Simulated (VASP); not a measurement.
# KI in VASP: further runs

The runs below take KI through single point, relaxation of cell and atoms, with LDA.

Everything below comes from runs of VASP 6.6.1. Logs are shortened: lines on timing, memory, paths and dates and some standing lists are left out, and cuts for length are marked.

**1. The cell of the first run**

The structure is hexagonal, space group P6_3/mmc (No. 194). Conventional cell: a = 4.702 Å, b = 4.702 Å, c = 8.301 Å, α = 90.00°, β = 90.00°, γ = 120.00°. Within 4.5 Å of K (site symmetry -3m) lie 6 I at 3.42 Å and 2 K at 4.15 Å. Within 4.5 Å of I (site symmetry -6m2) lie 6 K at 3.42 Å.

**2. Single point, LDA**

Input file INCAR:

```
ALGO = Normal
EDIFF = 1E-6
ENCUT = 520
GGA = CA
ISIF = 2
ISMEAR = 0
LASPH = T
LCHARG = F
LREAL = F
LWAVE = F
NBANDS = 24
NELM = 100
PREC = Accurate
SIGMA = 0.02
```

Input file KPOINTS:

```
k-points
0
Gamma
  6 6 4
```

Input file POSCAR:

```
KI
1.0
    2.3509811400     -4.0719741483      0.0000000000
    2.3509811400      4.0719741483      0.0000000000
    0.0000000000      0.0000000000      8.3007493884
K I
2 2
Direct
    0.5000000000      0.5000000000      0.5000000000
    0.5000000000      0.5000000000      0.0000000000
    0.8333324650      0.1666675350      0.2500000000
    0.1666675350      0.8333324650      0.7500000000
```

Potentials or basis: VASP PAW LDA potentials, release 64 (K_sv, I).

Run with:

```console
cat potpaw_LDA.64/K_sv/POTCAR potpaw_LDA.64/I/POTCAR > POTCAR
mpirun -np 1 vasp_std > vasp.out
```

OUTCAR:

```text
EDIFF = 1E-6
   ENCUT = 520
   GGA = CA
   ISIF = 2
   ISMEAR = 0
   LASPH = T
   LREAL = F
   NELM = 100
   PREC = Accurate

 ion  position               nearest neighbor table
   1  0.500  0.500  0.500-   3 3.42   4 3.42   4 3.42   3 3.42   4 3.42   3 3.42
   2  0.500  0.500  0.000-   3 3.42   4 3.42   4 3.42   3 3.42   4 3.42   3 3.42
   3  0.833  0.167  0.250-   1 3.42   2 3.42   1 3.42   2 3.42   1 3.42   2 3.42
   4  0.167  0.833  0.750-   1 3.42   2 3.42   1 3.42   2 3.42   1 3.42   2 3.42

  LATTYP: Found a hexagonal cell.
 ALAT       =     4.7019236260
 C/A-ratio  =     1.7653943468

  Lattice vectors:

 A1 = (   2.3509811400,  -4.0719741483,   0.0000000000)
 A2 = (   2.3509811400,   4.0719741483,   0.0000000000)
 A3 = (   0.0000000000,   0.0000000000,   8.3007493884)

Analysis of symmetry for initial positions (statically):
=====================================================================
 Subroutine PRICEL returns:
 Original cell was already a primitive cell.

 Routine SETGRP: Setting up the symmetry group for a
 hexagonal supercell.

 Subroutine GETGRP returns: Found 24 space group operations
 (whereof  4 operations were pure point group operations)
 out of a pool of 24 trial point group operations.

The static configuration has the point symmetry C_2h.
 The point group associated with its full space group is D_6h.

Analysis of symmetry for dynamics (positions and initial velocities):
=====================================================================
 Subroutine PRICEL returns:
 Original cell was already a primitive cell.

 Routine SETGRP: Setting up the symmetry group for a
 hexagonal supercell.

 Subroutine GETGRP returns: Found 24 space group operations
 (whereof  4 operations were pure point group operations)
 out of a pool of 24 trial point group operations.

The dynamic configuration has the point symmetry C_2h.
 The point group associated with its full space group is D_6h.

 Subroutine INISYM returns: Found 24 space group operations
 (whereof  4 operations are pure point group operations),
 and found     1 'primitive' translations

----------------------------------------------------------------------------------------

                                     Primitive cell

  volume of cell :     158.9284

  direct lattice vectors                    reciprocal lattice vectors
     2.350981140 -4.071974148  0.000000000     0.212677163 -0.122790563  0.000000000
     2.350981140  4.071974148  0.000000000     0.212677163  0.122790563  0.000000000
     0.000000000  0.000000000  8.300749388     0.000000000  0.000000000  0.120471051

  length of vectors
     4.701923626  4.701923626  8.300749388     0.245579108  0.245579108  0.120471051

  position of ions in fractional coordinates (direct lattice)
     0.500000000  0.500000000  0.500000000
     0.500000000  0.500000000  0.000000000
     0.833332465  0.166667535  0.250000000
     0.166667535  0.833332465  0.750000000

  ion indices of the primitive-cell ions
   primitive index   ion index
                 1           1
                 2           2
                 3           3
                 4           4

----------------------------------------------------------------------------------------

 KPOINTS: k-points

Automatic generation of k-mesh.
 Grid dimensions read from file:
 generate k-points for:    6    6    4

 Generating k-lattice:

  Cartesian coordinates                     Fractional coordinates (reciprocal lattice)
     0.035446194 -0.020465094  0.000000000     0.166666667  0.000000000  0.000000000
     0.035446194  0.020465094  0.000000000     0.000000000  0.166666667  0.000000000
     0.000000000  0.000000000  0.030117763     0.000000000  0.000000000  0.250000000

  Length of vectors
     0.040929851  0.040929851  0.030117763

  Shift w.r.t. Gamma in fractional coordinates (k-lattice)
     0.000000000  0.000000000  0.000000000

 Subroutine IBZKPT returns following result:
 ===========================================

 Found     21 irreducible k-points:

 Following reciprocal coordinates:
            Coordinates               Weight
  0.000000  0.000000  0.000000      1.000000
  0.166667  0.000000  0.000000      6.000000
  0.333333 -0.000000  0.000000      6.000000
  0.500000 -0.000000  0.000000      3.000000
  0.166667  0.166667  0.000000      6.000000
  0.333333  0.166667  0.000000     12.000000
[... 13 lines left out ...]
  0.333333  0.166667  0.500000     12.000000
  0.333333  0.333333  0.500000      2.000000
   k-points           NKPTS =     21   k-points in BZ     NKDIM =     21   number of bands    NBANDS=     24
   number of dos      NEDOS =    301   number of ions     NIONS =      4
   total plane-waves  NPLWV =  82944
   dimension x,y,z NGX =    36 NGY =   36 NGZ =   64
   dimension x,y,z NGXF=    72 NGYF=   72 NGZF=  128
   ions per type =               2   2
   NGX,Y,Z   is equivalent  to a cutoff of  12.73, 12.73, 12.82 a.u.
   NGXF,Y,Z  is equivalent  to a cutoff of  25.46, 25.46, 25.64 a.u.
 SYSTEM =  unknown system
   PREC   = accura    normal or accurate (medium, high low for compatibility)
   ISTART =      0    job   : 0-new  1-cont  2-samecut
   ICHARG =      2    charge: 1-file 2-atom 10-const
   ISPIN  =      1    spin polarized calculation?
   LNONCOLLINEAR =      F non collinear calculations
   LSORBIT =      F    spin-orbit coupling
   LASPH  =      T    aspherical Exc in radial PAW
   ENCUT  =  520.0 eV  38.22 Ry    6.18 a.u.   8.74  8.74 15.43*2*pi/ulx,y,z
   NELM   =    100;   NELMIN=  2; NELMDL= -5     # of ELM steps
   EDIFF  = 0.1E-05   stopping-criterion for ELM
   LREAL  =      F    real-space projection
   EDIFFG = 0.1E-04   stopping-criterion for IOM
   NSW    =      0    number of steps for IOM
   IBRION =     -1    ionic relax: 0-MD 1-quasi-New 2-CG
   NFREE  =      0    steps in history (QN), initial steepest desc. (CG)
   ISIF   =      2    stress and relaxation
   ISYM   =      2    0-nonsym 1-usesym 2-fastsym
   POTIM  = 0.5000    time-step for ionic-motion
   TEBEG  =    0.0;   TEEND  =   0.0 temperature during run
   PSTRESS=    0.0 pullay stress
   NELECT =      32.0000    total number of electrons
   NUPDOWN=      -1.0000    fix difference up-down
   EMIN   =  10.00;   EMAX   =-10.00  energy-range for DOS
   EFERMI =   0.00;   METHOD = LEGACY
   ISMEAR =     0;   SIGMA  =   0.02  broadening in eV -4-tet -1-fermi 0-gaus
   EFERMI_NEDOS =   21; number of points for ismear=-14 and -15
   IALGO  =     38    algorithm
   IMIX   =      4    mixing-type and parameters
     AMIX     =   0.40;   BMIX     =  1.00
     AMIX_MAG =   1.60;   BMIX_MAG =  1.00
  volume/ion in A,a.u.               =      39.73       268.13
  Fermi-wavevector in a.u.,A,eV,Ry     =   0.959528  1.813245 12.526803  0.920694
  Thomas-Fermi vector in A             =   2.088732
   LORBIT       =      0    0 simple, 1 ext, 2 COOP (PROOUT), +10 PAW based schemes
   GGA     = CA    functional components
   LHFCALC =     F    Hartree Fock is set to
   AEXX    =    0.0000 exact exchange contribution
   IVDW    =     0    specifies the selected vdW correction
   LEPSILON=     F    determine dielectric tensor
   LRPA    =     F    only Hartree local field effects (RPA)
 non-spin polarized calculation
 Gauss-broadening in eV      SIGMA  =   0.02
  energy-cutoff  :      520.00
  volume of cell :      158.93
 maximum number of plane-waves:      4297
 NGX is ok and might be reduce to    36
   NGX = 17   NGY = 17   NGZ = 31

 number of electron      31.9999994 magnetization

 Free energy of the ion-electron system (eV)
  ---------------------------------------------------
  ext. energy  EPLUGINS =         0.00000000
  ---------------------------------------------------
  free energy    TOTEN  =       -12.25501161 eV

  energy without entropy =      -12.25501161  energy(sigma->0) =      -12.25501161

 E-fermi :   0.2276     XC(G=0):  -8.0315

 val. band max:        0.0613035324   @ k =   0.0000   0.0000   0.0000
 cond. band min:       3.8251398310   @ k =   0.0000   0.0000   0.0000
 fundamental gap:      3.7638362986
 Fermi energy:         0.2275866832

 k-point     1 :       0.0000    0.0000    0.0000
  band No.  band energies     occupation
      1     -28.0735      2.00000
      2     -28.0646      2.00000
      3     -12.1700      2.00000
      4     -11.8152      2.00000
      5     -11.8151      2.00000
      6     -11.7942      2.00000
[... 16 lines left out ...]
     23       6.7302      0.00000
     24       7.9893      0.00000

 k-point     2 :       0.1667    0.0000    0.0000
  band No.  band energies     occupation
      1     -28.0725      2.00000
      2     -28.0637      2.00000
      3     -12.1225      2.00000
      4     -11.8946      2.00000
      5     -11.8206      2.00000
      6     -11.8141      2.00000
[... 16 lines left out ...]
     23       6.9658      0.00000
     24       7.5629      0.00000

 k-point     3 :       0.3333   -0.0000    0.0000
  band No.  band energies     occupation
      1     -28.0705      2.00000
      2     -28.0620      2.00000
      3     -12.0658      2.00000
      4     -11.9689      2.00000
      5     -11.8533      2.00000
      6     -11.8313      2.00000
[... 16 lines left out ...]
     23       7.5770      0.00000
     24       8.0718      0.00000
[... 433 lines left out ...]
 k-point    20 :       0.3333    0.1667    0.5000
  band No.  band energies     occupation
      1     -28.0654      2.00000
      2     -28.0654      2.00000
      3     -11.9789      2.00000
      4     -11.9789      2.00000
      5     -11.8531      2.00000
      6     -11.8531      2.00000
[... 16 lines left out ...]
     23       8.0185      0.00000
     24       8.0185      0.00000

 k-point    21 :       0.3333    0.3333    0.5000
  band No.  band energies     occupation
      1     -28.0649      2.00000
      2     -28.0649      2.00000
      3     -11.9663      2.00000
      4     -11.9663      2.00000
      5     -11.8636      2.00000
      6     -11.8636      2.00000
[... 16 lines left out ...]
     23       7.4584      0.00000
     24       7.4584      0.00000

------------------------ aborting loop because EDIFF is reached ----------------------------------------

  FORCE on cell =-STRESS in cart. coord.  units (eV):
  Direction    XX          YY          ZZ          XY          YZ          ZX
  --------------------------------------------------------------------------------------
  -------------------------------------------------------------------------------------
  Total        0.0539092      0.0539080      0.0456934      0.0000000      0.0000000      0.0000000
  in kB        0.5434658      0.5434539      0.4606411      0.0000000      0.0000000      0.0000000
  external PRESSURE =       0.5158536 kB  Pullay stress =       0.0000000 kB

 VOLUME and BASIS-vectors are now :
 -----------------------------------------------------------------------------
  energy-cutoff  :      520.00
  volume of cell :      158.93
      direct lattice vectors                 reciprocal lattice vectors
     2.350981140 -4.071974148  0.000000000     0.212677163 -0.122790563  0.000000000
     2.350981140  4.071974148  0.000000000     0.212677163  0.122790563  0.000000000
     0.000000000  0.000000000  8.300749388     0.000000000  0.000000000  0.120471051

 POSITION                                       TOTAL-FORCE (eV/Angst)
 -----------------------------------------------------------------------------------
      2.35098      0.00000      4.15037        -0.000000     -0.000000      0.000000
      2.35098      0.00000      0.00000        -0.000000     -0.000000      0.000000
      2.35098     -2.71464      2.07519         0.000000      0.000000      0.000000
      2.35098      2.71464      6.22556        -0.000000     -0.000000     -0.000000
 -----------------------------------------------------------------------------------
    total drift:                                0.000000      0.000000      0.000000

  FREE ENERGIE OF THE ION-ELECTRON SYSTEM (eV)
  ---------------------------------------------------
  free  energy   TOTEN  =       -12.2550116109 eV

  energy  without entropy=      -12.2550116109  energy(sigma->0) =      -12.25501161
```

It took 58 s on 1 thread of AMD EPYC 7R43 (Zen 3), shared host; peak memory 0.21 GiB.

Results:

| Quantity | Value |
| --- | --- |
| Free energy | -12.2550 eV |
| Pressure | 0.1 GPa |
| Band gap on the k mesh | 3.76 eV |

Caveat: spin-orbit coupling is left out, which moves the levels of the heavy elements.

(Continued in part 2 of 2.)
